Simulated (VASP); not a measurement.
# Al15Ni16 (a cell with a defect) in VASP: notebook

The runs below take Al15Ni16 (a cell with a defect) through single point, with PBE.

Everything below comes from runs of VASP 6.6.1. Logs are shortened: lines on timing, memory, paths and dates and some standing lists are left out, and cuts for length are marked.

## Step 1: The cell of the first run

The cell holds a defect, 31 atoms: a = 8.179 Å, b = 8.179 Å, c = 8.179 Å, α = 60.00°, β = 60.00°, γ = 60.00°.

## Step 2: Single point, PBE

The input, INCAR:

```
ALGO = Normal ; EDIFF = 1E-7
ENCUT = 520 ; GGA = PE
ISIF = 2 ; ISMEAR = 1
LASPH = True ; LCHARG = False
LREAL = Auto ; LWAVE = False
NBANDS = 124 ; NELM = 80
PREC = Accurate ; SIGMA = 0.1
```

The input, KPOINTS:

```
k-points
0
Gamma
  2 2 2
```

The input, POSCAR:

```
Al15Ni16
1.0
    0.0000000000      5.7836525300      5.7836525300
    5.7836525300      0.0000000000      5.7836525300
    5.7836525300      5.7836525300      0.0000000000
Al Ni
15 16
Direct
    0.1241735714      0.1253370690      0.1253482473
    0.3716566622      0.3779391670      0.3773876119
    0.1241933926      0.1254570836      0.6251248653
    0.3720321214      0.3779982443      0.8725807166
    0.1241678291      0.6252096417      0.1254986393
    0.3716228067      0.8728890337      0.3775968738
    0.3739911423      0.8757609098      0.8754122714
    0.6241722854      0.1254764730      0.1253210185
    0.8745437811      0.3753473937      0.3748241874
    0.6240944602      0.1253238053      0.6250368189
    0.8765057420      0.3776031666      0.8731829077
    0.6242362866      0.6253175698      0.1252176486
    0.8765957650      0.8730354544      0.3777331921
    0.6241128985      0.6255341704      0.6250246575
    0.8771046393      0.8728712609      0.8726823673
    0.0008373582     -0.0002855458     -0.0000757180
    0.2475581550      0.2510893460      0.2506044269
   -0.0009063267      0.0000481456      0.5004875232
    0.2485485537      0.2520932989      0.7498340306
    0.0003118625      0.5005850420     -0.0012427406
    0.2488960372      0.7503718592      0.2507728222
   -0.0011833958      0.5004405926      0.5011198819
    0.2493546285      0.7505418425      0.7501408960
    0.4997306066     -0.0001883864     -0.0010884631
    0.7491277216      0.2509411274      0.2511064356
    0.4981237861     -0.0003463637      0.5021597939
    0.7497033282      0.2509493331      0.7483903587
    0.4989000612      0.5021567775     -0.0008069211
    0.7496169173      0.7486383485      0.2509147031
    0.4992609300      0.5001623158      0.4997137894
    0.7497570440      0.7500671211      0.7505907322
```

Potentials or basis: VASP PAW PBE potentials, release 64 (Al, Ni).

Started as:

```console
> cat potpaw_PBE.64/Al/POTCAR potpaw_PBE.64/Ni/POTCAR > POTCAR
> mpirun -np 1 vasp_std > vasp.out
```

OUTCAR:

```text
EDIFF = 1E-7
   ENCUT = 520
   GGA = PE
   ISIF = 2
   ISMEAR = 1
   LASPH = True
   LREAL = Auto
   NELM = 80
   PREC = Accurate

 ion  position               nearest neighbor table
   1  0.124  0.125  0.125-  16 2.50  17 2.50  21 2.50  25 2.50  18 2.51  20 2.51  19 2.51  24 2.51
                             9 2.89   7 2.89   6 2.89  11 2.89  13 2.89   4 2.89
   2  0.372  0.378  0.377-  30 2.49  21 2.49  19 2.49  22 2.49  25 2.52  17 2.52  28 2.53  26 2.53
                             5 2.89   3 2.89  12 2.89  10 2.89   8 2.92
   3  0.124  0.125  0.625-  26 2.50  27 2.50  17 2.50  16 2.50  23 2.50  22 2.50  18 2.51  19 2.51
                            15 2.89   9 2.89   2 2.89   7 2.89   6 2.89  11 2.89
   4  0.372  0.378  0.873-  20 2.48  19 2.49  23 2.49  30 2.49  28 2.52  27 2.52  17 2.52  24 2.53
                            14 2.89   5 2.89  10 2.89   1 2.89   8 2.92
   5  0.124  0.625  0.125-  17 2.50  16 2.50  29 2.50  28 2.50  21 2.51  20 2.51  23 2.51  22 2.51
                             2 2.89   9 2.89  15 2.89  13 2.89   4 2.89   7 2.89
   6  0.372  0.873  0.378-  21 2.48  18 2.49  23 2.49  30 2.49  26 2.52  29 2.52  17 2.53  24 2.53
                             1 2.89  14 2.89  12 2.89   3 2.89   8 2.92
   7  0.374  0.876  0.875-  16 2.49  26 2.49  24 2.49  28 2.50  23 2.51  21 2.51  31 2.51  19 2.51
                             1 2.89  10 2.89  12 2.89   3 2.89   5 2.89  14 2.90
   8  0.624  0.125  0.125-  25 2.51  24 2.51  17 2.52  16 2.52  28 2.52  29 2.52  26 2.52  27 2.52
                            11 2.92   2 2.92  13 2.92   4 2.92   6 2.92  15 2.92
   9  0.875  0.375  0.375-  17 2.49  29 2.49  25 2.49  27 2.49  30 2.51  18 2.51  22 2.51  20 2.51
[... 31 lines left out ...]
  25  0.749  0.251  0.251-   9 2.49  10 2.50  12 2.50   1 2.50   8 2.51   2 2.52  13 2.52  11 2.52
                            30 2.88  18 2.89  20 2.90  28 2.90  26 2.91  16 2.91
  26  0.498  1.000  0.502-   7 2.49   3 2.50  14 2.50  10 2.50   8 2.52   6 2.52   2 2.53  13 2.53
                            23 2.88  31 2.89  19 2.89  17 2.90  29 2.90  25 2.91
  27  0.750  0.251  0.748-   9 2.49   3 2.50  14 2.50  10 2.50   8 2.52   4 2.52  15 2.52  11 2.53
                            22 2.88  18 2.88  30 2.89  24 2.90  28 2.90  16 2.91
  28  0.499  0.502  0.999-   7 2.50  14 2.50  12 2.50   5 2.50   8 2.52  11 2.52   4 2.52   2 2.53
                            23 2.88  31 2.88  21 2.89  27 2.90  25 2.90  17 2.91
  29  0.750  0.749  0.251-   9 2.49  14 2.50  12 2.50   5 2.50   8 2.52   6 2.52  13 2.53  15 2.53
                            30 2.89  22 2.89  20 2.89  24 2.90  26 2.90  16 2.91
  30  0.499  0.500  0.500-   2 2.49   6 2.49   4 2.49  12 2.50  10 2.50   9 2.51  14 2.51  25 2.88
                            19 2.88  29 2.89  27 2.89  21 2.89  23 2.90
  31  0.750  0.750  0.751-  15 2.49  11 2.49  13 2.49  12 2.50  10 2.51  14 2.51   7 2.51  24 2.88
                            20 2.88  28 2.88  22 2.89  18 2.89  26 2.89

  LATTYP: Found a face centered cubic cell.
 ALAT       =    11.5673050600

  Lattice vectors:

 A1 = (   0.0000000000,   5.7836525300,   5.7836525300)
 A2 = (   5.7836525300,   0.0000000000,   5.7836525300)
 A3 = (   5.7836525300,   5.7836525300,   0.0000000000)

Analysis of symmetry for initial positions (statically):
=====================================================================
 Subroutine PRICEL returns:
 Original cell was already a primitive cell.

 Routine SETGRP: Setting up the symmetry group for a
 face centered cubic supercell.

 Subroutine GETGRP returns: Found  1 space group operations
 (whereof  1 operations were pure point group operations)
 out of a pool of 48 trial point group operations.

The static configuration has the point symmetry C_1 .

Analysis of symmetry for dynamics (positions and initial velocities):
=====================================================================
 Subroutine PRICEL returns:
 Original cell was already a primitive cell.

 Routine SETGRP: Setting up the symmetry group for a
 face centered cubic supercell.

 Subroutine GETGRP returns: Found  1 space group operations
 (whereof  1 operations were pure point group operations)
 out of a pool of 48 trial point group operations.

The dynamic configuration has the point symmetry C_1 .

 Subroutine INISYM returns: Found  1 space group operations
 (whereof  1 operations are pure point group operations),
 and found     1 'primitive' translations

----------------------------------------------------------------------------------------

                                     Primitive cell

  volume of cell :     386.9337

  direct lattice vectors                    reciprocal lattice vectors
     0.000000000  5.783652530  5.783652530    -0.086450560  0.086450560  0.086450560
     5.783652530  0.000000000  5.783652530     0.086450560 -0.086450560  0.086450560
     5.783652530  5.783652530  0.000000000     0.086450560  0.086450560 -0.086450560

  length of vectors
[... 84 lines left out ...]
  Length of vectors
     0.074868381  0.074868381  0.074868381

  Shift w.r.t. Gamma in fractional coordinates (k-lattice)
     0.000000000  0.000000000  0.000000000

 Subroutine IBZKPT returns following result:
 ===========================================

 Found      8 irreducible k-points:

 Following reciprocal coordinates:
            Coordinates               Weight
  0.000000  0.000000  0.000000      1.000000
  0.500000  0.000000  0.000000      1.000000
  0.000000  0.500000  0.000000      1.000000
  0.000000  0.000000  0.500000      1.000000
  0.500000  0.500000  0.500000      1.000000
  0.500000  0.500000  0.000000      1.000000
  0.000000  0.500000  0.500000      1.000000
  0.500000  0.000000  0.500000      1.000000
   k-points           NKPTS =      8   k-points in BZ     NKDIM =      8   number of bands    NBANDS=    124
   number of dos      NEDOS =    301   number of ions     NIONS =     31
   total plane-waves  NPLWV = 262144
   dimension x,y,z NGX =    64 NGY =   64 NGZ =   64
   dimension x,y,z NGXF=   128 NGYF=  128 NGZF=  128
   ions per type =              15  16
   NGX,Y,Z   is equivalent  to a cutoff of  13.01, 13.01, 13.01 a.u.
   NGXF,Y,Z  is equivalent  to a cutoff of  26.02, 26.02, 26.02 a.u.
 SYSTEM =  unknown system
   PREC   = accura    normal or accurate (medium, high low for compatibility)
   ISTART =      0    job   : 0-new  1-cont  2-samecut
   ICHARG =      2    charge: 1-file 2-atom 10-const
   ISPIN  =      1    spin polarized calculation?
   LNONCOLLINEAR =      F non collinear calculations
   LSORBIT =      F    spin-orbit coupling
   LASPH  =      T    aspherical Exc in radial PAW
   ENCUT  =  520.0 eV  38.22 Ry    6.18 a.u.  15.21 15.21 15.21*2*pi/ulx,y,z
   NELM   =     80;   NELMIN=  2; NELMDL= -5     # of ELM steps
   EDIFF  = 0.1E-06   stopping-criterion for ELM
   LREAL  =      T    real-space projection
   EDIFFG = 0.1E-05   stopping-criterion for IOM
   NSW    =      0    number of steps for IOM
   IBRION =     -1    ionic relax: 0-MD 1-quasi-New 2-CG
   NFREE  =      0    steps in history (QN), initial steepest desc. (CG)
   ISIF   =      2    stress and relaxation
   ISYM   =      2    0-nonsym 1-usesym 2-fastsym
   POTIM  = 0.5000    time-step for ionic-motion
   TEBEG  =    0.0;   TEEND  =   0.0 temperature during run
   PSTRESS=    0.0 pullay stress
   NELECT =     205.0000    total number of electrons
   NUPDOWN=      -1.0000    fix difference up-down
   EMIN   =  10.00;   EMAX   =-10.00  energy-range for DOS
   EFERMI =   0.00;   METHOD = LEGACY
   ISMEAR =     1;   SIGMA  =   0.10  broadening in eV -4-tet -1-fermi 0-gaus
   EFERMI_NEDOS =   21; number of points for ismear=-14 and -15
   IALGO  =     38    algorithm
   IMIX   =      4    mixing-type and parameters
     AMIX     =   0.40;   BMIX     =  1.00
     AMIX_MAG =   1.60;   BMIX_MAG =  1.00
  volume/ion in A,a.u.               =      12.48        84.23
  Fermi-wavevector in a.u.,A,eV,Ry     =   1.324689  2.503299 23.875516  1.754801
  Thomas-Fermi vector in A             =   2.454205
   LORBIT       =      0    0 simple, 1 ext, 2 COOP (PROOUT), +10 PAW based schemes
   GGA     = PE    functional components
   LHFCALC =     F    Hartree Fock is set to
   AEXX    =    0.0000 exact exchange contribution
   IVDW    =     0    specifies the selected vdW correction
   LEPSILON=     F    determine dielectric tensor
   LRPA    =     F    only Hartree local field effects (RPA)
 non-spin polarized calculation
 Methfessel and Paxton  Order N= 1 SIGMA  =   0.10
  energy-cutoff  :      520.00
  volume of cell :      386.93
 maximum number of plane-waves:     10478
 NGX is ok and might be reduce to    64
   NGX = 31   NGY = 31   NGZ = 31

 number of electron     204.9999866 magnetization

 Free energy of the ion-electron system (eV)
  ---------------------------------------------------
  ext. energy  EPLUGINS =         0.00000000
  ---------------------------------------------------
  free energy    TOTEN  =      -161.56092005 eV

  energy without entropy =     -161.49224376  energy(sigma->0) =     -161.53802795

 E-fermi :   9.2580     XC(G=0): -11.8272

 val. band max:        9.2548099748   @ k =   0.5000   0.5000   0.5000
 cond. band min:       9.2802080030   @ k =   0.5000   0.5000   0.5000
 fundamental gap:      0.0253980281
 Fermi energy:         9.2579793065

 k-point     1 :       0.0000    0.0000    0.0000
  band No.  band energies     occupation
      1      -1.4824      2.00000
      2       1.5249      2.00000
      3       1.5791      2.00000
      4       1.5808      2.00000
      5       1.5810      2.00000
      6       1.7651      2.00000
[... 925 lines left out ...]
    113      11.0290     -0.00000
    114      11.2596      0.00000
 [bands above 114 left out]

------------------------ aborting loop because EDIFF is reached ----------------------------------------

  FORCE on cell =-STRESS in cart. coord.  units (eV):
  Direction    XX          YY          ZZ          XY          YZ          ZX
  --------------------------------------------------------------------------------------
  -------------------------------------------------------------------------------------
  Total       -3.2587228     -3.2675602     -3.2778241     -0.0019356      0.0485155     -0.0043523
  in kB      -13.4934011    -13.5299938    -13.5724939     -0.0080146      0.2008882     -0.0180217
  external PRESSURE =     -13.5319629 kB  Pullay stress =       0.0000000 kB

 VOLUME and BASIS-vectors are now :
 -----------------------------------------------------------------------------
  energy-cutoff  :      520.00
  volume of cell :      386.93
      direct lattice vectors                 reciprocal lattice vectors
     0.000000000  5.783652530  5.783652530    -0.086450560  0.086450560  0.086450560
     5.783652530  0.000000000  5.783652530     0.086450560 -0.086450560  0.086450560
     5.783652530  5.783652530  0.000000000     0.086450560  0.086450560 -0.086450560

 POSITION                                       TOTAL-FORCE (eV/Angst)
 -----------------------------------------------------------------------------------
      1.44988      1.44315      1.44308        -0.003270     -0.001009      0.008915
      4.36855      4.33221      4.33540         0.004886      0.000897     -0.004071
      4.34111      4.33380      1.44389         0.009662      0.001836     -0.004231
      7.23291      7.19841      4.33792        -0.006186      0.000769     -0.000615
      4.34184      1.44398      4.33414         0.002278     -0.004762      0.009207
      7.23238      4.33323      7.19782         0.002188      0.000259      0.001626
[... 23 lines left out ...]
      5.78294      5.77772      5.78032         0.007017      0.005219      0.010129
      8.67928      8.67749      8.67446         0.000071     -0.016906     -0.004348
 -----------------------------------------------------------------------------------
    total drift:                                0.008698     -0.011259     -0.003247

  FREE ENERGIE OF THE ION-ELECTRON SYSTEM (eV)
  ---------------------------------------------------
  free  energy   TOTEN  =      -161.5609200468 eV

  energy  without entropy=     -161.4922437602  energy(sigma->0) =     -161.53802795
```

It took 41 min on 1 thread of Intel Xeon Platinum 8259CL at 2.50GHz (Skylake/Cascade Lake), shared host; peak memory 0.7 GiB.

Results:

| Quantity | Value |
| --- | --- |
| Free energy | -161.5609 eV |
| Pressure | -1.4 GPa |
| Largest force | 0.021 eV/Å |
| Band gap on the k mesh | zero (an odd number of electrons rules out a gap without spin polarisation) |

Forces on the atoms (eV/Å):
```
Al  -0.003 -0.001  0.009
Al   0.005  0.001 -0.004
Al   0.010  0.002 -0.004
Al  -0.006  0.001 -0.001
Al   0.002 -0.005  0.009
Al   0.002  0.000  0.002
Al  -0.002  0.002  0.004
Al  -0.005 -0.002 -0.002
Al   0.003 -0.008 -0.004
Al   0.003  0.002  0.001
Al  -0.002 -0.005 -0.002
Al  -0.003  0.000  0.005
Al   0.000  0.001 -0.008
Al   0.001  0.007 -0.003
Al   0.003 -0.001 -0.002
Ni   0.000  0.005 -0.001
Ni  -0.005 -0.002 -0.006
Ni  -0.005 -0.002  0.012
Ni  -0.015  0.009 -0.011
Ni   0.013  0.004 -0.012
Ni  -0.002 -0.007 -0.001
Ni  -0.015 -0.010  0.009
Ni   0.002  0.006  0.007
Ni   0.010 -0.002 -0.014
Ni  -0.002  0.007  0.005
Ni  -0.002  0.001  0.004
Ni   0.001  0.004  0.003
Ni   0.008  0.001 -0.002
Ni  -0.002  0.003  0.000
Ni   0.007  0.005  0.010
Ni   0.000 -0.017 -0.004
```

Caveat: the k points lie up to 0.47 Å⁻¹ apart, too coarse for converged energies and pressures of a metal. Spin polarisation is off, so any magnetic state and its effect on volume and gap are missing.

## Step 3: Single point, PBE

The input, INCAR:

```
SYSTEM = Al15Ni16
  PREC = Accurate
  ENCUT = 520
  EDIFF = 1E-6
  ISMEAR = 1
  SIGMA = 0.1
  LREAL = Auto
  LASPH = .TRUE.
  NELM = 100
  ALGO = Normal
  ISIF = 2
  LWAVE = .FALSE.
  LCHARG = .FALSE.
  GGA = PE
  NBANDS = 124
```

The input, KPOINTS:

```
regular mesh
0
G
  2 2 2
  0 0 0
```

The input, POSCAR:

```
Al15Ni16
1.0
    0.0000000000      5.7836525300      5.7836525300
    5.7836525300      0.0000000000      5.7836525300
    5.7836525300      5.7836525300      0.0000000000
Al Ni
15 16
Direct
    0.1240724459      0.1255824563      0.1252004541
    0.1269364846      0.6232301012      0.6225692612
    0.1268871127      0.1280062185      0.6227615649
    0.3744550024      0.3755374005      0.8754260477
    0.1270790412      0.6227798859      0.1278139044
    0.3744297974      0.8754822960      0.3753689879
    0.3741765127      0.8755122763      0.8753708923
    0.6217341588      0.1279282419      0.1282328029
    0.8745334524      0.3752722603      0.3752219253
    0.6218454185      0.1280757971      0.6228573399
    0.8741967111      0.3751980336      0.8757671182
    0.6220228326      0.6225713395      0.1279983368
    0.8742349177      0.8754522326      0.3754365889
    0.6245928459      0.6254209223      0.6254841991
    0.8745537527      0.8753740543      0.8752932724
   -0.0004374987      0.0006970440      0.0010195313
    0.2495050127      0.2501940076      0.2500053121
   -0.0001558989      0.0011988676      0.4981735369
    0.2492406342      0.2511111828      0.7503244771
    0.0006584836      0.4989898389     -0.0001327217
    0.2493513084      0.7505024827      0.2502208164
   -0.0008630234      0.5003542343      0.5006858037
    0.2514412442      0.7500856549      0.7493397169
    0.4978149269      0.0009284132      0.0010218956
    0.7488550917      0.2500435697      0.2509182076
    0.4992570422      0.0006112322      0.5005713154
    0.7485182175      0.2517284005      0.7507562861
    0.4993941726      0.5002425760      0.0004038857
    0.7490346262      0.7496065296      0.2522595753
    0.4997078696      0.5006815476      0.5002851152
    0.7487710885      0.7498673808      0.7504150651
```

Potentials or basis: VASP PAW PBE potentials, release 64 (Al, Ni).

Started as:

```console
> cat potpaw_PBE.64/Al/POTCAR potpaw_PBE.64/Ni/POTCAR > POTCAR
> mpirun -np 1 vasp_std > vasp.out
```

It took 25 min on 1 thread of Intel Xeon Platinum 8488C (Sapphire Rapids), shared host; peak memory 0.68 GiB.

It converged, with:

```
Free energy            : -161.5611 eV
Pressure               : -1.3 GPa
Largest force          : 0.022 eV/Å
Band gap on the k mesh : zero (an odd number of electrons rules out a gap without spin polarisation)
```

Forces on the atoms (eV/Å):
```
Al  -0.006  0.006  0.001
Al  -0.008  0.000  0.000
Al   0.003 -0.001  0.003
Al  -0.006 -0.005  0.002
Al   0.002  0.003 -0.006
Al  -0.001 -0.004 -0.001
Al   0.007  0.005  0.007
Al  -0.005 -0.002 -0.007
Al   0.010  0.000  0.001
Al   0.004  0.002 -0.006
Al   0.000 -0.001  0.012
Al   0.003 -0.001  0.001
Al   0.000  0.011 -0.004
Al   0.003 -0.002 -0.003
Al   0.002 -0.001  0.000
Ni  -0.004  0.001  0.007
Ni   0.012 -0.002 -0.009
Ni   0.005  0.009  0.002
Ni  -0.013 -0.003 -0.013
Ni   0.011  0.001 -0.015
Ni  -0.002 -0.003  0.007
Ni  -0.010 -0.007  0.009
Ni   0.009  0.003 -0.006
Ni  -0.008 -0.006 -0.001
Ni   0.008  0.003  0.012
Ni   0.002  0.001 -0.011
Ni  -0.013 -0.007  0.016
Ni   0.007  0.005  0.009
Ni  -0.008 -0.001 -0.006
Ni  -0.001  0.000 -0.001
Ni  -0.002 -0.003  0.001
```

Levels at points of the mesh, in eV from the Fermi level:
```csv
k point,band 99,band 100,band 101,band 102,band 103,band 104,band 105,band 106
"(0.00, 0.00, 0.00)",-0.45,-0.45,-0.45,1.68,1.68,1.68,2.27,2.28
"(0.50, 0.00, 0.00)",-0.08,-0.08,-0.03,-0.01,0.02,0.03,0.04,0.22
"(0.00, 0.50, 0.00)",-0.08,-0.08,-0.03,-0.01,0.02,0.03,0.04,0.22
"(0.00, 0.00, 0.50)",-0.08,-0.08,-0.03,-0.01,0.02,0.03,0.04,0.22
"(0.50, 0.50, 0.50)",-0.08,-0.08,-0.03,0.00,0.02,0.02,0.04,0.22
"(0.50, 0.50, 0.00)",-0.41,-0.39,-0.39,-0.29,-0.02,-0.02,0.05,0.05
"(0.00, 0.50, 0.50)",-0.41,-0.39,-0.39,-0.29,-0.02,-0.02,0.06,0.06
"(0.50, 0.00, 0.50)",-0.41,-0.39,-0.39,-0.29,-0.02,-0.02,0.05,0.06
```

Caveat: the k points lie up to 0.47 Å⁻¹ apart, too coarse for converged energies and pressures of a metal. Spin polarisation is off, so any magnetic state and its effect on volume and gap are missing.

(Continued in part 2 of 2.)

The gap in the log of VASP goes by the Fermi energy; the results here count the filled bands.